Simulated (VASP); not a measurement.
# Si62P (a cell with a defect) in VASP: single point with PBE

Aim: the single point of Si62P (a cell with a defect) with PBE.

Everything below comes from runs of VASP 6.6.1. Logs are shortened: lines on timing, memory, paths and dates and some standing lists are left out, and cuts for length are marked.

## Step 1: The cell of the first run

The cell holds a defect, 63 atoms: a = 10.860 Å, b = 10.860 Å, c = 10.860 Å, α = 90.00°, β = 90.00°, γ = 90.00°.

## Step 2: Single point, PBE

Contents of INCAR:

```
SYSTEM = Si62P
PREC = Accurate
ENCUT = 520
EDIFF = 1E-6
ISMEAR = 0
SIGMA = 0.02
LREAL = Auto
LASPH = .True.
NELM = 100
ALGO = Normal
ISIF = 2
LWAVE = .False.
LCHARG = .False.
GGA = PE
NBANDS = 164
NELECT = 254.0
```

Contents of KPOINTS:

```
regular mesh
0
Gamma
  1 1 1
  0 0 0
```

Contents of POSCAR:

```
Si62P
1.0
   10.8600000000      0.0000000000      0.0000000000
    0.0000000000     10.8600000000      0.0000000000
    0.0000000000      0.0000000000     10.8600000000
Si P
62 1
Direct
    0.5004769797     -0.0005744015     -0.0002725599
    0.6247307551      0.1267012891      0.1244908840
    0.7541976980      0.2465549724     -0.0018879374
    0.8783758748      0.3707209945      0.1272871087
    0.7572464088      0.0051716390      0.2454368324
    0.8821508287      0.1308952118      0.3702873849
    0.2338938306      0.2339305709      0.0072453959
    0.3654989871      0.3678339779      0.1233683241
    0.4974183241      0.4982682320      0.0002510129
    0.6265188766      0.6273555249      0.1251079190
    0.7569173112      0.7592557090      0.0019692449
    0.8907817680      0.8906607735      0.1182692449
    0.2354475138     -0.0135196133      0.2248350829
    0.3551731123      0.1219252302      0.3566077348
    0.4950126151      0.2485732044      0.2486103131
    0.6222261510      0.3732263352      0.3746101289
    0.7480422652      0.4963761510      0.2459707182
    0.8694343462      0.6253360958      0.3720400552
    0.4891297422      0.0049142726      0.4885052486
    0.6147988029      0.1282152855      0.6184536832
    0.7510774401      0.2501976980      0.4975685083
    0.8746109576      0.3737390424      0.6276994475
    0.7424859116      0.0044609576      0.7427553407
    0.8703487109      0.1114677716      0.8771057090
   -0.0018257827      0.5002311234      0.0008916206
    0.1255375691      0.6243953039      0.1256494475
    0.2585555249      0.7423507366      0.0003841621
    0.3825272560      0.8663431860      0.1249421731
    0.0137134438      0.2544886740      0.2480160221
    0.1203911602      0.3824039595      0.3826137201
    0.2487687845      0.4985110497      0.2514235727
    0.3755344383      0.6239411602      0.3752577348
    0.5077410681      0.7507621547      0.2567589319
    0.6306241252      0.8812520258      0.3768576427
    0.0008179558      0.0012899632      0.4980024862
    0.1236803867      0.1240844383      0.6273494475
    0.2457574586      0.2484065378      0.4969183241
    0.3721690608      0.3723322284      0.6234767035
    0.4994689687      0.4994663904      0.5007038674
    0.6254694291      0.6254179558      0.6246927256
    0.7525636280      0.7527253223      0.5018790055
    0.8764965930      0.8791566298      0.6284045120
    0.2525291897     -0.0002623389      0.7503987109
    0.3717958564      0.1252157459      0.8783174954
    0.4995453959      0.2554161142      0.7533126151
    0.6284744015      0.3768023941      0.8794089319
    0.7516621547      0.5025802947      0.7507519337
    0.8762965009      0.6298625230      0.8767034070
   -0.0003046961      0.7529930939      0.2470808471
    0.1251140884      0.8723825046      0.3749576427
   -0.0034058011      0.5100539595      0.5069041436
    0.1199313996      0.6356785451      0.6368517495
    0.2505121547      0.7483560773      0.5022860037
    0.3764688766      0.8742933702      0.6230441068
   -0.0059478821      0.2428433702      0.7549390424
    0.1196651934      0.3676658379      0.8799610497
    0.2436337017      0.4942338858      0.7485206262
    0.3741305709      0.6171486188      0.8685623389
    0.5009663904      0.7493570902      0.7500859116
    0.6263284530      0.8761465009      0.8739652855
    0.0029639042      0.7696739411      0.7686808471
    0.1383807551      0.8893550645      0.9004292818
    0.0936934622      0.0309762431      0.0625946593
```

Potentials or basis: VASP PAW PBE potentials, release 64 (Si, P).

On the command line:

```sh
$ cat potpaw_PBE.64/Si/POTCAR potpaw_PBE.64/P/POTCAR > POTCAR
$ mpirun -np 1 vasp_gam > vasp.out
```

OUTCAR:

```text
SYSTEM = Si62P
   PREC = Accurate
   ENCUT = 520
   EDIFF = 1E-6
   ISMEAR = 0
   LREAL = Auto
   LASPH = .True.
   NELM = 100
   ISIF = 2
   GGA = PE
   NELECT = 254.0

 ion  position               nearest neighbor table
   1  0.500  0.999  1.000-  60 2.35  44 2.36   2 2.36  28 2.36
   2  0.625  0.127  0.124-   5 2.35  15 2.36   3 2.36   1 2.36
   3  0.754  0.247  0.998-  24 2.34  46 2.35   2 2.36   4 2.37
   4  0.878  0.371  0.127-  29 2.34  17 2.35  25 2.36   3 2.37
   5  0.757  0.005  0.245-   2 2.35   6 2.35  12 2.36  34 2.40
   6  0.882  0.131  0.370-   5 2.35  35 2.36  29 2.37  21 2.37
[... 15 lines left out ...]
  22  0.875  0.374  0.628-  47 2.35  21 2.37  55 2.37  51 2.38
  23  0.742  0.004  0.743-  24 2.33  42 2.35  20 2.36  60 2.36
  24  0.870  0.111  0.877-  23 2.33   3 2.34  55 2.37
  25  0.998  0.500  0.001-  56 2.35  48 2.36   4 2.36  26 2.36
  26  0.126  0.624  0.126-  31 2.35  49 2.36  25 2.36  27 2.36
  27  0.259  0.742  0.000-  62 2.33  28 2.34  58 2.34  26 2.36
  28  0.383  0.866  0.125-  13 2.33  27 2.34  33 2.34   1 2.36
  29  0.014  0.254  0.248-  30 2.33   4 2.34   6 2.37
  30  0.120  0.382  0.383-  29 2.33  37 2.35  51 2.36  31 2.36
  31  0.249  0.499  0.251-  26 2.35   8 2.36  32 2.36  30 2.36
  32  0.376  0.624  0.375-  39 2.34  31 2.36  53 2.36  33 2.37
  33  0.508  0.751  0.257-  28 2.34  34 2.34  10 2.35  32 2.37
  34  0.631  0.881  0.377-  33 2.34  41 2.35  19 2.37   5 2.40
  35  0.001  0.001  0.498-  36 2.35   6 2.36  50 2.36  42 2.36
[... 26 lines left out ...]
  62  0.138  0.889  0.900-  27 2.33  43 2.37  63 2.39  61 2.43
  63  0.094  0.031  0.063-  62 2.39  13 2.39   7 2.75  12 2.75

  LATTYP: Found a simple cubic cell.
 ALAT       =    10.8600000000

  Lattice vectors:

 A1 = (  10.8600000000,   0.0000000000,   0.0000000000)
 A2 = (   0.0000000000,  10.8600000000,   0.0000000000)
 A3 = (   0.0000000000,   0.0000000000,  10.8600000000)

Analysis of symmetry for initial positions (statically):
=====================================================================
 Subroutine PRICEL returns:
 Original cell was already a primitive cell.

 Routine SETGRP: Setting up the symmetry group for a
 simple cubic supercell.

 Subroutine GETGRP returns: Found  1 space group operations
 (whereof  1 operations were pure point group operations)
 out of a pool of 48 trial point group operations.

The static configuration has the point symmetry C_1 .

Analysis of symmetry for dynamics (positions and initial velocities):
=====================================================================
 Subroutine PRICEL returns:
 Original cell was already a primitive cell.

 Routine SETGRP: Setting up the symmetry group for a
 simple cubic supercell.

 Subroutine GETGRP returns: Found  1 space group operations
 (whereof  1 operations were pure point group operations)
 out of a pool of 48 trial point group operations.

The dynamic configuration has the point symmetry C_1 .

 Subroutine INISYM returns: Found  1 space group operations
 (whereof  1 operations are pure point group operations),
 and found     1 'primitive' translations

----------------------------------------------------------------------------------------

                                     Primitive cell

  volume of cell :    1280.8241

  direct lattice vectors                    reciprocal lattice vectors
    10.860000000  0.000000000  0.000000000     0.092081031  0.000000000  0.000000000
     0.000000000 10.860000000  0.000000000     0.000000000  0.092081031  0.000000000
     0.000000000  0.000000000 10.860000000     0.000000000  0.000000000  0.092081031

  length of vectors
    10.860000000 10.860000000 10.860000000     0.092081031  0.092081031  0.092081031

  position of ions in fractional coordinates (direct lattice)
     0.500476980  0.999425598  0.999727440
     0.624730755  0.126701289  0.124490884
     0.754197698  0.246554972  0.998112063
     0.878375875  0.370720994  0.127287109
     0.757246409  0.005171639  0.245436832
     0.882150829  0.130895212  0.370287385
[... 55 lines left out ...]
     0.138380755  0.889355065  0.900429282
     0.093693462  0.030976243  0.062594659

  ion indices of the primitive-cell ions
   primitive index   ion index
                 1           1
                 2           2
                 3           3
                 4           4
                 5           5
                 6           6
[... 55 lines left out ...]
                62          62
                63          63

----------------------------------------------------------------------------------------

 KPOINTS: regular mesh

Automatic generation of k-mesh.
 Grid dimensions read from file:
 generate k-points for:    1    1    1

 Generating k-lattice:

  Cartesian coordinates                     Fractional coordinates (reciprocal lattice)
     0.092081031  0.000000000  0.000000000     1.000000000  0.000000000  0.000000000
     0.000000000  0.092081031  0.000000000     0.000000000  1.000000000  0.000000000
     0.000000000  0.000000000  0.092081031     0.000000000  0.000000000  1.000000000

  Length of vectors
     0.092081031  0.092081031  0.092081031

  Shift w.r.t. Gamma in fractional coordinates (k-lattice)
     0.000000000  0.000000000  0.000000000

 Subroutine IBZKPT returns following result:
 ===========================================

 Found      1 irreducible k-points:

 Following reciprocal coordinates:
            Coordinates               Weight
  0.000000  0.000000  0.000000      1.000000
   k-points           NKPTS =      1   k-points in BZ     NKDIM =      1   number of bands    NBANDS=    164
   number of dos      NEDOS =    301   number of ions     NIONS =     63
   total plane-waves  NPLWV = 592704
   dimension x,y,z NGX =    84 NGY =   84 NGZ =   84
   dimension x,y,z NGXF=   168 NGYF=  168 NGZF=  168
   ions per type =              62   1
   NGX,Y,Z   is equivalent  to a cutoff of  12.86, 12.86, 12.86 a.u.
   NGXF,Y,Z  is equivalent  to a cutoff of  25.72, 25.72, 25.72 a.u.
 SYSTEM =  Si62P
   PREC   = accura    normal or accurate (medium, high low for compatibility)
   ISTART =      0    job   : 0-new  1-cont  2-samecut
   ICHARG =      2    charge: 1-file 2-atom 10-const
   ISPIN  =      1    spin polarized calculation?
   LNONCOLLINEAR =      F non collinear calculations
   LSORBIT =      F    spin-orbit coupling
   LASPH  =      T    aspherical Exc in radial PAW
   ENCUT  =  520.0 eV  38.22 Ry    6.18 a.u.  20.19 20.19 20.19*2*pi/ulx,y,z
   NELM   =    100;   NELMIN=  2; NELMDL= -5     # of ELM steps
   EDIFF  = 0.1E-05   stopping-criterion for ELM
   LREAL  =      T    real-space projection
   EDIFFG = 0.1E-04   stopping-criterion for IOM
   NSW    =      0    number of steps for IOM
   IBRION =     -1    ionic relax: 0-MD 1-quasi-New 2-CG
   NFREE  =      0    steps in history (QN), initial steepest desc. (CG)
   ISIF   =      2    stress and relaxation
   ISYM   =      2    0-nonsym 1-usesym 2-fastsym
   POTIM  = 0.5000    time-step for ionic-motion
   TEBEG  =    0.0;   TEEND  =   0.0 temperature during run
   PSTRESS=    0.0 pullay stress
   NELECT =     254.0000    total number of electrons
   NUPDOWN=      -1.0000    fix difference up-down
   EMIN   =  10.00;   EMAX   =-10.00  energy-range for DOS
   EFERMI =   0.00;   METHOD = LEGACY
   ISMEAR =     0;   SIGMA  =   0.02  broadening in eV -4-tet -1-fermi 0-gaus
   EFERMI_NEDOS =   21; number of points for ismear=-14 and -15
   IALGO  =     38    algorithm
   IMIX   =      4    mixing-type and parameters
     AMIX     =   0.40;   BMIX     =  1.00
     AMIX_MAG =   1.60;   BMIX_MAG =  1.00
  volume/ion in A,a.u.               =      20.33       137.20
  Fermi-wavevector in a.u.,A,eV,Ry     =   0.954677  1.804077 12.400449  0.911407
  Thomas-Fermi vector in A             =   2.083445
   LORBIT       =      0    0 simple, 1 ext, 2 COOP (PROOUT), +10 PAW based schemes
   GGA     = PE    functional components
   LHFCALC =     F    Hartree Fock is set to
   AEXX    =    0.0000 exact exchange contribution
   IVDW    =     0    specifies the selected vdW correction
   LEPSILON=     F    determine dielectric tensor
   LRPA    =     F    only Hartree local field effects (RPA)
 non-spin polarized calculation
 Gauss-broadening in eV      SIGMA  =   0.02
  energy-cutoff  :      520.00
  volume of cell :     1280.82
 maximum number of plane-waves:     17229
 NGX is ok and might be reduce to    84
   NGX = 41   NGY = 41   NGZ = 41

 number of electron     253.9999996 magnetization

 Free energy of the ion-electron system (eV)
  ---------------------------------------------------
  ext. energy  EPLUGINS =         0.00000000
  ---------------------------------------------------
  free energy    TOTEN  =      -325.74634574 eV

  energy without entropy =     -325.74634574  energy(sigma->0) =     -325.74634574

 E-fermi :   6.1144     XC(G=0):  -9.3701

 val. band max:        5.9755748668   @ k =   0.0000   0.0000   0.0000
 cond. band min:       6.2347234393   @ k =   0.0000   0.0000   0.0000
 fundamental gap:      0.2591485725
 Fermi energy:         6.1144359826

 k-point     1 :       0.0000    0.0000    0.0000
  band No.  band energies     occupation
      1      -6.2576      2.00000
      2      -5.5602      2.00000
      3      -5.1382      2.00000
      4      -5.1174      2.00000
      5      -5.1136      2.00000
      6      -5.0837      2.00000
[... 131 lines left out ...]
    138       6.9146      0.00000
    139       6.9451      0.00000
 [bands above 139 left out]

------------------------ aborting loop because EDIFF is reached ----------------------------------------

  FORCE on cell =-STRESS in cart. coord.  units (eV):
  Direction    XX          YY          ZZ          XY          YZ          ZX
  --------------------------------------------------------------------------------------
  -------------------------------------------------------------------------------------
  Total       17.9815086     18.0352827     14.7723799     -8.5081052      3.3622113      3.3522608
  in kB       22.4929921     22.5602580     18.4787068    -10.6427524      4.2057758      4.1933287
  external PRESSURE =      21.1773190 kB  Pullay stress =       0.0000000 kB

 VOLUME and BASIS-vectors are now :
 -----------------------------------------------------------------------------
  energy-cutoff  :      520.00
  volume of cell :     1280.82
      direct lattice vectors                 reciprocal lattice vectors
    10.860000000  0.000000000  0.000000000     0.092081031  0.000000000  0.000000000
     0.000000000 10.860000000  0.000000000     0.000000000  0.092081031  0.000000000
     0.000000000  0.000000000 10.860000000     0.000000000  0.000000000  0.092081031

 POSITION                                       TOTAL-FORCE (eV/Angst)
 -----------------------------------------------------------------------------------
      5.43518     10.85376     10.85704         0.001782     -0.002133     -0.001221
      6.78458      1.37598      1.35197        -0.002238      0.001677      0.001619
      8.19059      2.67759     10.83950        -0.001194      0.001478      0.000722
      9.53916      4.02603      1.38234        -0.002356      0.000948     -0.003344
      8.22370      0.05616      2.66544        -0.000096      0.004068      0.002574
      9.58016      1.42152      4.02132        -0.001966     -0.002621      0.001179
[... 55 lines left out ...]
      1.50282      9.65840      9.77866        -0.000138      0.001985      0.003963
      1.01751      0.33640      0.67978         0.010314     -0.009049      0.002344
 -----------------------------------------------------------------------------------
    total drift:                                0.002593     -0.003031     -0.011475

  FREE ENERGIE OF THE ION-ELECTRON SYSTEM (eV)
  ---------------------------------------------------
  free  energy   TOTEN  =      -325.7463457415 eV

  energy  without entropy=     -325.7463457415  energy(sigma->0) =     -325.74634574
```

Run time: 3.3 min. Hardware: 1 thread of Intel Xeon 6975P-C (Granite Rapids), shared host; peak memory 1 GiB.

What came out:

```
Free energy   : -325.7463 eV
Largest force : 0.014 eV/Å
```

Forces on the atoms (eV/Å):
```
Si   0.002 -0.002 -0.001
Si  -0.002  0.002  0.002
Si  -0.001  0.001  0.001
Si  -0.002  0.001 -0.003
Si   0.000  0.004  0.003
Si  -0.002 -0.003  0.001
Si   0.007  0.007 -0.006
Si   0.001  0.003  0.003
Si   0.000  0.001  0.000
Si   0.000 -0.001  0.001
Si  -0.003 -0.001 -0.002
Si  -0.005 -0.002  0.000
Si  -0.006 -0.001 -0.004
Si   0.001  0.004  0.002
Si   0.000 -0.001 -0.001
Si   0.001 -0.001  0.000
Si   0.002  0.000  0.001
Si  -0.002 -0.002  0.001
Si   0.003  0.002  0.001
Si  -0.002 -0.001  0.001
Si   0.002  0.001  0.001
Si  -0.003 -0.001 -0.001
Si  -0.003 -0.002 -0.001
Si  -0.003  0.001 -0.001
Si   0.002  0.000 -0.001
Si   0.001 -0.002  0.002
Si   0.000  0.002  0.001
Si   0.001  0.000 -0.001
Si  -0.003  0.004  0.003
Si   0.001  0.000 -0.001
Si   0.000  0.003  0.001
Si   0.001 -0.003  0.001
Si   0.000  0.002 -0.001
Si   0.000 -0.002 -0.004
Si   0.000  0.000  0.000
Si  -0.001 -0.001  0.001
Si  -0.002  0.002  0.001
Si   0.002  0.001  0.001
Si   0.000  0.000  0.001
Si  -0.001 -0.002  0.000
Si   0.002  0.002  0.002
Si  -0.003  0.000 -0.002
Si  -0.002  0.002  0.000
Si   0.001 -0.002  0.000
Si   0.001  0.001 -0.001
Si  -0.001 -0.002 -0.001
Si   0.001  0.003  0.002
Si  -0.001 -0.001  0.001
Si   0.004 -0.001 -0.001
Si  -0.003 -0.002  0.000
Si   0.002 -0.001 -0.002
Si   0.001 -0.001 -0.001
Si   0.001  0.001  0.000
Si   0.001 -0.002  0.000
Si   0.003 -0.001 -0.003
Si  -0.002  0.002  0.000
Si   0.000  0.001  0.000
Si   0.000  0.000  0.003
Si   0.001  0.001  0.000
Si  -0.001  0.000 -0.003
Si  -0.001 -0.002 -0.002
Si   0.000  0.002  0.004
P    0.010 -0.009  0.002
```

Caveat: the k points lie up to 0.58 Å⁻¹ apart; the cell carries a net charge on a neutralising background, which shifts energy and pressure; the cell is charged against a uniform background, so pressure and absolute levels hang on convention.
